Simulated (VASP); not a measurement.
# Al31N33 (a cell with a defect) in VASP: notebook

Aim: see how the results for Al31N33 (a cell with a defect) move with the level of theory and the settings. Levels: PBEsol, HSE06. Tasks: single point.

Everything below comes from runs of VASP 6.6.1. Logs are shortened: lines on timing, memory, paths and dates and some standing lists are left out, and cuts for length are marked.

**1. The cell of the first run**

The cell holds a defect, 64 atoms: a = 8.755 Å, b = 8.755 Å, c = 8.755 Å, α = 90.00°, β = 90.00°, γ = 90.00°.

**2. Single point, PBEsol**

The input, INCAR:

```
SYSTEM = Al31N33
PREC = Accurate
ENCUT = 520
EDIFF = 1E-6
ISMEAR = -1
SIGMA = 0.05
LREAL = Auto
LASPH = .True.
NELM = 120
ALGO = Normal
ISIF = 2
LWAVE = .False.
LCHARG = .True.
GGA = PS
LELF = .True.
LVHAR = .True.
NELECT = 260.0
ISYM = -1
NBANDS = 167
GGA_COMPAT = .False.
```

The input, KPOINTS:

```
explicit points
1
Reciprocal
  0.25000000   0.25000000   0.25000000 1
```

The input, POSCAR:

```
Al31N33
1.0
    8.7554440000      0.0000000000      0.0000000000
    0.0000000000      8.7554440000      0.0000000000
    0.0000000000      0.0000000000      8.7554440000
Al N
31 33
Direct
    0.9996550000      0.9998850000      0.0004560000
    0.9971840000      0.9997440000      0.5004810000
    0.9989120000      0.4999780000      0.0004250000
    0.0019570000      0.4995940000      0.5004890000
    0.4996330000      0.9995490000      0.0020630000
    0.4995200000      0.9991350000      0.5005420000
    0.4996810000      0.4996420000      0.9986140000
    0.2494780000      0.2494790000      0.9997590000
    0.2507540000      0.2517540000      0.5047500000
    0.2506810000      0.7499000000      0.0013860000
    0.2498600000      0.7479610000      0.4996000000
    0.7495410000      0.2508210000      0.0020930000
    0.7493070000      0.2489620000      0.5041460000
    0.7497850000      0.7503100000      0.9973680000
    0.7459640000      0.7427170000      0.4976520000
    0.2505330000      0.9986470000      0.2507920000
    0.2495660000      0.0003840000      0.7506270000
    0.2470540000      0.5004740000      0.2500850000
    0.2517610000      0.4963430000      0.7482600000
    0.7484490000      0.9992400000      0.2514410000
    0.7491700000      0.9981550000      0.7497400000
    0.7499970000      0.5091880000      0.2513170000
    0.7500920000      0.4989380000      0.7524600000
    0.9978070000      0.2508950000      0.2506430000
    0.0009520000      0.2490280000      0.7513220000
    0.0030120000      0.7509300000      0.2497680000
    0.9982960000      0.7497660000      0.7494430000
    0.4971630000      0.2501150000      0.2527780000
    0.4954960000      0.2515560000      0.7493430000
    0.5008860000      0.7426800000      0.2546120000
    0.4997900000      0.7461590000      0.7482620000
    0.5670740000      0.5149440000      0.4337280000
    0.1239990000      0.1249680000      0.1263270000
    0.1211680000      0.1216790000      0.6256340000
    0.1222340000      0.6250040000      0.1217640000
    0.1241290000      0.6252530000      0.6271420000
    0.6246380000      0.1266330000      0.1281330000
    0.6244480000      0.1244760000      0.6266750000
    0.6257840000      0.6260090000      0.1196480000
    0.6415050000      0.6353940000      0.6415490000
    0.3750110000      0.3746550000      0.1261110000
    0.3609860000      0.3606440000      0.6395910000
    0.3764160000      0.8759840000      0.1252190000
    0.3742530000      0.8749960000      0.6259350000
    0.8744200000      0.3768500000      0.1256770000
    0.8755660000      0.3740730000      0.6261010000
    0.8743240000      0.8755310000      0.1254430000
    0.8741470000      0.8751640000      0.6238740000
    0.3741140000      0.1248900000      0.3762920000
    0.3748290000      0.1218850000      0.8792030000
    0.3540400000      0.6398320000      0.3572880000
    0.3735420000      0.6248680000      0.8761920000
    0.8721050000      0.1261430000      0.3754600000
    0.8739190000      0.1245220000      0.8764380000
    0.8820600000      0.6263500000      0.3745360000
    0.8770630000      0.6247190000      0.8770190000
    0.1236280000      0.3727550000      0.3751210000
    0.1219490000      0.3745270000      0.8787620000
    0.1225120000      0.8787880000      0.3758610000
    0.1242110000      0.8750630000      0.8758720000
    0.6343270000      0.3762530000      0.3712120000
    0.6251890000      0.3726650000      0.8768160000
    0.6247890000      0.8753910000      0.3752580000
    0.6239880000      0.8767650000      0.8763160000
```

Potentials or basis: VASP PAW PBE potentials, release 64 (Al, N).

Started as:

```bash
> cat potpaw_PBE.64/Al/POTCAR potpaw_PBE.64/N/POTCAR > POTCAR
> mpirun -np 1 vasp_std > vasp.out
```

OUTCAR:

```text
SYSTEM = Al31N33
   PREC = Accurate
   ENCUT = 520
   EDIFF = 1E-6
   ISMEAR = -1
   LREAL = Auto
   LASPH = .True.
   NELM = 120
   ISIF = 2
   GGA = PS
   NELECT = 260.0
   ISYM = -1

 ion  position               nearest neighbor table
   1  1.000  1.000  0.000-  60 1.89  54 1.89  47 1.89  33 1.90  25 3.08  26 3.08   8 3.09  14 3.09
                            17 3.09  10 3.10  12 3.10  27 3.10  24 3.10  21 3.10  16 3.10  20 3.11
   2  0.997  1.000  0.500-  59 1.88  48 1.88  34 1.88  53 1.90  13 3.08  21 3.08  20 3.08  27 3.09
                            26 3.09  25 3.10  24 3.10  17 3.11  16 3.11  11 3.12   9 3.13  15 3.15
   3  0.999  0.500  0.000-  35 1.87  56 1.87  58 1.87  45 1.88  23 3.08  18 3.08  12 3.09  24 3.09
                            14 3.09  22 3.10  25 3.10  26 3.10  27 3.10   8 3.10  10 3.11  19 3.13
   4  0.002  0.500  0.500-  55 1.88  57 1.89  36 1.89  46 1.91  18 3.07  11 3.07   9 3.07  19 3.08
                            24 3.09  27 3.09  15 3.09  22 3.10  25 3.10  26 3.11  13 3.12  23 3.12
   5  0.500  1.000  0.002-  43 1.87  50 1.87  64 1.89  37 1.91  16 3.08  20 3.08  10 3.09  14 3.09
                             8 3.10  12 3.10  28 3.10  17 3.10  21 3.11  29 3.12  31 3.14  30 3.15
   6  0.500  0.999  0.501-  63 1.89  44 1.89  49 1.90  38 1.90  20 3.08  16 3.09  28 3.09  21 3.09
                            13 3.09  17 3.10  31 3.10  11 3.10  29 3.10   9 3.10  30 3.11  15 3.11
   7  0.500  0.500  0.999-  39 1.89  52 1.89  62 1.89  41 1.91  23 3.07  31 3.08  29 3.08  19 3.09
                            12 3.09  30 3.09  10 3.09   8 3.10  14 3.10  22 3.12  28 3.12  18 3.12
   8  0.249  0.249  1.000-  50 1.89  58 1.89  33 1.90  41 1.91  29 3.07  25 3.08  17 3.08  19 3.09
                             1 3.09   5 3.10   7 3.10  28 3.10   3 3.10  18 3.10  16 3.11  24 3.11
   9  0.251  0.252  0.505-  42 1.80  57 1.91  49 1.91  34 1.92  19 3.02  29 3.03  25 3.07   4 3.07
[... 30 lines left out ...]
                             2 3.10  20 3.10   1 3.10  13 3.11   8 3.11  16 3.13  22 3.13   9 3.14
  25  0.001  0.249  0.751-  34 1.89  58 1.89  46 1.90  54 1.90   9 3.07   8 3.08  17 3.08  19 3.08
                             1 3.08  13 3.09   3 3.10   2 3.10  23 3.10   4 3.10  12 3.11  21 3.11
  26  0.003  0.751  0.250-  55 1.87  35 1.89  59 1.89  47 1.91  18 3.06  22 3.06  16 3.07  10 3.07
                            11 3.08   1 3.08   2 3.09   3 3.10   4 3.11  20 3.11  15 3.13  14 3.13
  27  0.998  0.750  0.749-  36 1.88  56 1.89  48 1.90  60 1.91  14 3.07  21 3.08   2 3.09  23 3.09
                             4 3.09   3 3.10   1 3.10  11 3.10  17 3.11  15 3.12  10 3.12  19 3.14
  28  0.497  0.250  0.253-  49 1.88  41 1.89  37 1.90  61 1.93  16 3.08   9 3.09   6 3.09  18 3.10
                             8 3.10   5 3.10  20 3.11  12 3.11  13 3.12   7 3.12  22 3.17
  29  0.495  0.252  0.749-  42 1.80  62 1.91  38 1.91  50 1.92  19 3.02   9 3.03   8 3.07  17 3.08
                             7 3.08  13 3.09   6 3.10  23 3.11   5 3.12  12 3.14  21 3.14
  30  0.501  0.743  0.255-  51 1.81  39 1.91  63 1.91  43 1.96  22 2.99  15 3.02  11 3.07  18 3.07
                             7 3.09   6 3.11  10 3.12  20 3.12  14 3.13  16 3.14   5 3.15
  31  0.500  0.746  0.748-  40 1.83  52 1.90  44 1.90  64 1.94  15 3.08   7 3.08  23 3.08  19 3.08
                            11 3.09  14 3.09   6 3.10  21 3.10  10 3.11  17 3.12   5 3.14
  32  0.567  0.515  0.434-  61 1.46  22 2.26
  33  0.124  0.125  0.126-   1 1.90  24 1.90   8 1.90  16 1.91
  34  0.121  0.122  0.626-   2 1.88  25 1.89  17 1.89   9 1.92
  35  0.122  0.625  0.122-   3 1.87  26 1.89  10 1.89  18 1.91
  36  0.124  0.625  0.627-  27 1.88   4 1.89  11 1.90  19 1.91
  37  0.625  0.127  0.128-  20 1.89  12 1.90  28 1.90   5 1.91
  38  0.624  0.124  0.627-  13 1.88  21 1.89   6 1.90  29 1.91
  39  0.626  0.626  0.120-  14 1.87  22 1.89   7 1.89  30 1.91
  40  0.642  0.635  0.642-  23 1.81  15 1.82  31 1.83
  41  0.375  0.375  0.126-  28 1.89   8 1.91   7 1.91  18 1.91
  42  0.361  0.361  0.640-  29 1.80  19 1.80   9 1.80
  43  0.376  0.876  0.125-   5 1.87  16 1.89  10 1.90  30 1.96
  44  0.374  0.875  0.626-  17 1.89   6 1.89  31 1.90  11 1.91
  45  0.874  0.377  0.126-   3 1.88  24 1.89  12 1.89  22 1.93
  46  0.876  0.374  0.626-  13 1.89  25 1.90  23 1.90   4 1.91
  47  0.874  0.876  0.125-   1 1.89  20 1.90  26 1.91  14 1.91
  48  0.874  0.875  0.624-   2 1.88  21 1.89  27 1.90  15 1.96
  49  0.374  0.125  0.376-  28 1.88  16 1.90   6 1.90   9 1.91
  50  0.375  0.122  0.879-   5 1.87   8 1.89  17 1.90  29 1.92
  51  0.354  0.640  0.357-  18 1.80  30 1.81  11 1.81
  52  0.374  0.625  0.876-  10 1.89   7 1.89  31 1.90  19 1.91
  53  0.872  0.126  0.375-  13 1.89  20 1.89  24 1.90   2 1.90
  54  0.874  0.125  0.876-   1 1.89  12 1.90  25 1.90  21 1.91
  55  0.882  0.626  0.375-  26 1.87   4 1.88  22 1.88  15 1.90
  56  0.877  0.625  0.877-   3 1.87  14 1.89  27 1.89  23 1.91
  57  0.124  0.373  0.375-  24 1.88   4 1.89  18 1.90   9 1.91
  58  0.122  0.375  0.879-   3 1.87   8 1.89  25 1.89  19 1.93
  59  0.123  0.879  0.376-   2 1.88  16 1.89  26 1.89  11 1.93
  60  0.124  0.875  0.876-   1 1.89  17 1.90  10 1.91  27 1.91
[... 166 lines left out ...]
   k-points           NKPTS =      1   k-points in BZ     NKDIM =      1   number of bands    NBANDS=    167
   number of dos      NEDOS =    301   number of ions     NIONS =     64
   total plane-waves  NPLWV = 343000
   dimension x,y,z NGX =    70 NGY =   70 NGZ =   70
   dimension x,y,z NGXF=   140 NGYF=  140 NGZF=  140
   ions per type =              31  33
   NGX,Y,Z   is equivalent  to a cutoff of  13.29, 13.29, 13.29 a.u.
   NGXF,Y,Z  is equivalent  to a cutoff of  26.58, 26.58, 26.58 a.u.
 SYSTEM =  Al31N33
   PREC   = accura    normal or accurate (medium, high low for compatibility)
   ISTART =      0    job   : 0-new  1-cont  2-samecut
   ICHARG =      2    charge: 1-file 2-atom 10-const
   ISPIN  =      1    spin polarized calculation?
   LNONCOLLINEAR =      F non collinear calculations
   LSORBIT =      F    spin-orbit coupling
   LASPH  =      T    aspherical Exc in radial PAW
   ENCUT  =  520.0 eV  38.22 Ry    6.18 a.u.  16.28 16.28 16.28*2*pi/ulx,y,z
   NELM   =    120;   NELMIN=  2; NELMDL= -5     # of ELM steps
   EDIFF  = 0.1E-05   stopping-criterion for ELM
   LREAL  =      T    real-space projection
   EDIFFG = 0.1E-04   stopping-criterion for IOM
   NSW    =      0    number of steps for IOM
   IBRION =     -1    ionic relax: 0-MD 1-quasi-New 2-CG
   NFREE  =      0    steps in history (QN), initial steepest desc. (CG)
   ISIF   =      2    stress and relaxation
   ISYM   =     -1    0-nonsym 1-usesym 2-fastsym
   POTIM  = 0.5000    time-step for ionic-motion
   TEBEG  =    0.0;   TEEND  =   0.0 temperature during run
   PSTRESS=    0.0 pullay stress
   NELECT =     260.0000    total number of electrons
   NUPDOWN=      -1.0000    fix difference up-down
   EMIN   =  10.00;   EMAX   =-10.00  energy-range for DOS
   EFERMI =   0.00;   METHOD = LEGACY
   ISMEAR =    -1;   SIGMA  =   0.05  broadening in eV -4-tet -1-fermi 0-gaus
   EFERMI_NEDOS =   21; number of points for ismear=-14 and -15
   IALGO  =     38    algorithm
   IMIX   =      4    mixing-type and parameters
     AMIX     =   0.40;   BMIX     =  1.00
     AMIX_MAG =   1.60;   BMIX_MAG =  1.00
  volume/ion in A,a.u.               =      10.49        70.77
  Fermi-wavevector in a.u.,A,eV,Ry     =   1.193405  2.255208 19.377621  1.424215
  Thomas-Fermi vector in A             =   2.329420
   LORBIT       =      0    0 simple, 1 ext, 2 COOP (PROOUT), +10 PAW based schemes
   GGA     = PS    functional components
   LHFCALC =     F    Hartree Fock is set to
   AEXX    =    0.0000 exact exchange contribution
   IVDW    =     0    specifies the selected vdW correction
   LEPSILON=     F    determine dielectric tensor
   LRPA    =     F    only Hartree local field effects (RPA)
 non-spin polarized calculation
  energy-cutoff  :      520.00
  volume of cell :      671.17
 maximum number of plane-waves:     18052
 NGX is ok and might be reduce to    70
   NGX = 33   NGY = 33   NGZ = 33

 number of electron     259.9999973 magnetization

 Free energy of the ion-electron system (eV)
  ---------------------------------------------------
  ext. energy  EPLUGINS =         0.00000000
  ---------------------------------------------------
  free energy    TOTEN  =      -478.66946885 eV

  energy without entropy =     -478.66918107  energy(sigma->0) =     -478.66932496

 E-fermi :   8.3861     XC(G=0): -11.1127

 val. band max:        7.9446718180   @ k =   0.2500   0.2500   0.2500
 cond. band min:       8.8275816354   @ k =   0.2500   0.2500   0.2500
 fundamental gap:      0.8829098174
 Fermi energy:         8.3861267367

 k-point     1 :       0.2500    0.2500    0.2500
  band No.  band energies     occupation
      1     -11.0192      2.00000
      2      -9.0764      2.00000
      3      -8.5710      2.00000
      4      -8.5370      2.00000
      5      -8.4241      2.00000
      6      -8.0778      2.00000
[... 134 lines left out ...]
    141      11.3783      0.00000
    142      11.4297      0.00000
 [bands above 142 left out]

------------------------ aborting loop because EDIFF is reached ----------------------------------------

  FORCE on cell =-STRESS in cart. coord.  units (eV):
  Direction    XX          YY          ZZ          XY          YZ          ZX
  --------------------------------------------------------------------------------------
  -------------------------------------------------------------------------------------
  Total       26.7497849     22.2287874     25.9283674      0.8303219     -5.3685301     -2.1259032
  in kB       63.8552122     53.0630039     61.8943819      1.9820863    -12.8153788     -5.0748071
  external PRESSURE =      59.6041993 kB  Pullay stress =       0.0000000 kB

 VOLUME and BASIS-vectors are now :
 -----------------------------------------------------------------------------
  energy-cutoff  :      520.00
  volume of cell :      671.17
      direct lattice vectors                 reciprocal lattice vectors
     8.755444000  0.000000000  0.000000000     0.114214653  0.000000000  0.000000000
     0.000000000  8.755444000  0.000000000     0.000000000  0.114214653  0.000000000
     0.000000000  0.000000000  8.755444000     0.000000000  0.000000000  0.114214653

 POSITION                                       TOTAL-FORCE (eV/Angst)
 -----------------------------------------------------------------------------------
      8.75242      8.75444      0.00399         0.002420      0.000718     -0.002696
      8.73079      8.75320      4.38193         0.000029      0.003538     -0.004119
      8.74592      4.37753      0.00372         0.004496      0.000337     -0.003168
      0.01713      4.37417      4.38200        -0.003112     -0.002286      0.001301
      4.37451      8.75150      0.01806         0.005390      0.003440     -0.003681
      4.37352      8.74787      4.38247        -0.001240     -0.001022      0.001473
[... 56 lines left out ...]
      5.47031      7.66444      3.28555         0.002142     -0.008687     -0.002075
      5.46329      7.67647      7.67254        -0.002510      0.000098      0.001509
 -----------------------------------------------------------------------------------
    total drift:                               -0.003161     -0.006733      0.005420

  FREE ENERGIE OF THE ION-ELECTRON SYSTEM (eV)
  ---------------------------------------------------
  free  energy   TOTEN  =      -478.6694688501 eV

  energy  without entropy=     -478.6691810739  energy(sigma->0) =     -478.66932496
```

It took 3.8 min on 1 thread of Intel Xeon 6975P-C (Granite Rapids), shared host; peak memory 0.7 GiB.

What came out:

- Free energy: -478.6695 eV
- Largest force: 0.118 eV/Å

Forces on the atoms (eV/Å):
```
Al   0.002  0.001 -0.003
Al   0.000  0.004 -0.004
Al   0.004  0.000 -0.003
Al  -0.003 -0.002  0.001
Al   0.005  0.003 -0.004
Al  -0.001 -0.001  0.001
Al  -0.001 -0.003  0.004
Al   0.003  0.005  0.000
Al  -0.013 -0.010 -0.021
Al   0.000  0.000 -0.001
Al  -0.008  0.002  0.011
Al  -0.002 -0.003  0.001
Al  -0.005 -0.003 -0.004
Al   0.002  0.002 -0.004
Al   0.015  0.009 -0.008
Al  -0.004  0.000  0.001
Al   0.001  0.002 -0.003
Al  -0.008 -0.015 -0.005
Al  -0.012  0.020  0.011
Al   0.000  0.000  0.000
Al   0.000  0.002  0.001
Al   0.014 -0.004 -0.012
Al   0.005 -0.012  0.010
Al  -0.002 -0.002  0.002
Al   0.001 -0.001  0.001
Al   0.005  0.004  0.000
Al   0.002  0.002  0.000
Al   0.002 -0.003  0.003
Al   0.021 -0.010  0.011
Al   0.007  0.009 -0.011
Al  -0.005  0.004  0.011
N   -0.055  0.090  0.050
N    0.000  0.000  0.000
N    0.001  0.001 -0.002
N   -0.002  0.000 -0.002
N    0.004  0.000  0.004
N    0.002  0.000 -0.003
N   -0.004  0.004  0.004
N   -0.002  0.001  0.010
N   -0.014  0.003 -0.009
N   -0.003  0.004  0.001
N    0.008  0.007 -0.008
N    0.003 -0.001  0.003
N   -0.002 -0.003  0.002
N   -0.002  0.002  0.000
N   -0.001  0.004  0.003
N   -0.002 -0.004  0.001
N   -0.004 -0.003 -0.002
N   -0.004  0.003  0.004
N    0.000  0.000 -0.002
N    0.005  0.006  0.011
N   -0.003 -0.001 -0.004
N    0.002 -0.001 -0.001
N   -0.001  0.001  0.001
N   -0.009  0.001  0.002
N   -0.002 -0.001  0.000
N    0.004 -0.004 -0.004
N    0.002  0.001 -0.002
N   -0.001  0.000  0.003
N    0.000 -0.001  0.001
N    0.051 -0.097 -0.043
N    0.001 -0.002 -0.004
N    0.002 -0.009 -0.002
N   -0.003  0.000  0.002
```

Levels at points of the mesh, in eV from the Fermi level:
| k point | band 128 | band 129 | band 130 | band 131 | band 132 | band 133 |
| --- | --- | --- | --- | --- | --- | --- |
| (0.25, 0.25, 0.25) | -1.82 | -1.18 | -0.44 | 0.44 | 1.37 | 1.42 |

Caveat: the cell carries a net charge on a neutralising background, which shifts energy and pressure; the cell is charged against a uniform background, so pressure and absolute levels hang on convention; the PAW data sets were made with another functional, which shifts forces and pressure a little.

**3. Single point, HSE06**

POSCAR is that of step 2.

The input, INCAR.step1:

```
SYSTEM = Al31N33
PREC = Accurate ; ENCUT = 520
EDIFF = 1E-5 ; ISMEAR = -1
SIGMA = 0.05 ; LREAL = Auto
LASPH = .True. ; NELM = 120
ALGO = Normal ; ISIF = 2
LWAVE = .True. ; NBANDS = 167
GGA = PE ; NELECT = 260.0
ISYM = -1 ; GGA_COMPAT = .False.
```

The input, INCAR.step2:

```
SYSTEM = Al31N33
PREC = Accurate ; ENCUT = 520
EDIFF = 1E-6 ; ISMEAR = -1
SIGMA = 0.05 ; LREAL = Auto
LASPH = .True. ; NELM = 120
ALGO = Normal ; ISIF = 2
LWAVE = .False. ; LCHARG = .True.
GGA = PE ; LHFCALC = .True.
HFSCREEN = 0.2079 ; PRECFOCK = Fast
LELF = .True. ; LVHAR = .True.
NBANDS = 167 ; ISTART = 1
NELECT = 260.0 ; ISYM = -1
GGA_COMPAT = .False.
```

KPOINTS is that of step 2.

Potentials or basis: VASP PAW PBE potentials, release 64 (Al, N).

Started as:

```bash
> cat potpaw_PBE.64/Al/POTCAR potpaw_PBE.64/N/POTCAR > POTCAR
> cp INCAR.step1 INCAR
> mpirun -np 1 vasp_std > vasp.out
> cp INCAR.step2 INCAR
> mpirun -np 1 vasp_std > vasp.out
```

Run time: 16 min. Hardware: 1 thread of Intel Xeon 6975P-C (Granite Rapids), shared host; peak memory 0.97 GiB.

It converged, with:

* Free energy: -537.0276 eV
* Largest force: 0.255 eV/Å

Forces on the atoms (eV/Å):
```
Al   0.008 -0.008  0.007
Al   0.042 -0.028  0.021
Al   0.030  0.040 -0.004
Al   0.031  0.012  0.034
Al  -0.021 -0.031 -0.012
Al  -0.035 -0.041  0.041
Al  -0.024  0.005  0.000
Al   0.014  0.012  0.004
Al   0.064  0.077  0.082
Al   0.013 -0.019  0.021
Al   0.089 -0.093 -0.145
Al  -0.016  0.004 -0.013
Al   0.012  0.019  0.078
Al  -0.008  0.005 -0.020
Al  -0.033 -0.016  0.201
Al   0.002 -0.036  0.018
Al   0.014 -0.013 -0.017
Al   0.112  0.169  0.109
Al   0.067 -0.056 -0.070
Al   0.007 -0.017 -0.017
Al  -0.020 -0.033 -0.009
Al  -0.008 -0.041  0.005
Al  -0.084  0.139 -0.100
Al   0.041  0.005  0.008
Al   0.016  0.011 -0.016
Al   0.045  0.005  0.006
Al   0.002 -0.020 -0.018
Al  -0.075  0.018 -0.023
Al  -0.083  0.075 -0.063
Al  -0.224 -0.013  0.044
Al   0.111 -0.062 -0.070
N    0.196 -0.134 -0.076
N   -0.018  0.000 -0.013
N   -0.039 -0.013  0.015
N   -0.072 -0.012 -0.048
N   -0.043  0.000  0.000
N    0.013  0.015  0.033
N    0.028 -0.009 -0.055
N    0.037 -0.019  0.060
N    0.105  0.008 -0.001
N    0.008 -0.038 -0.026
N   -0.144 -0.160  0.136
N   -0.005  0.077 -0.066
N   -0.006  0.029  0.010
N   -0.006 -0.026  0.007
N    0.014 -0.037 -0.008
N   -0.006  0.011  0.003
N    0.055  0.074  0.006
N    0.059 -0.004 -0.029
N   -0.012 -0.009  0.021
N   -0.099  0.053 -0.113
N    0.010  0.001  0.020
N   -0.036  0.017 -0.007
N    0.002  0.003  0.011
N   -0.087 -0.012 -0.035
N    0.023 -0.011  0.058
N   -0.063 -0.018 -0.026
N   -0.040 -0.035  0.031
N   -0.072  0.062 -0.012
N   -0.014  0.019  0.006
N    0.040  0.067 -0.062
N    0.025 -0.006  0.040
N    0.037 -0.022 -0.025
N    0.021  0.056  0.061
```

Levels at points of the mesh, in eV from the Fermi level:
| k point | band 127 | band 128 | band 129 | band 130 | band 131 | band 132 | band 133 | band 134 |
| --- | --- | --- | --- | --- | --- | --- | --- | --- |
| (0.25, 0.25, 0.25) | -3.07 | -2.49 | -1.73 | -1.12 | 1.13 | 2.04 | 2.10 | 2.26 |

Caveat: the cell carries a net charge on a neutralising background, which shifts energy and pressure; the cell is charged against a uniform background, so pressure and absolute levels hang on convention; the PAW data sets were made with another functional, which shifts forces and pressure a little.

(Continued in part 2 of 2.)
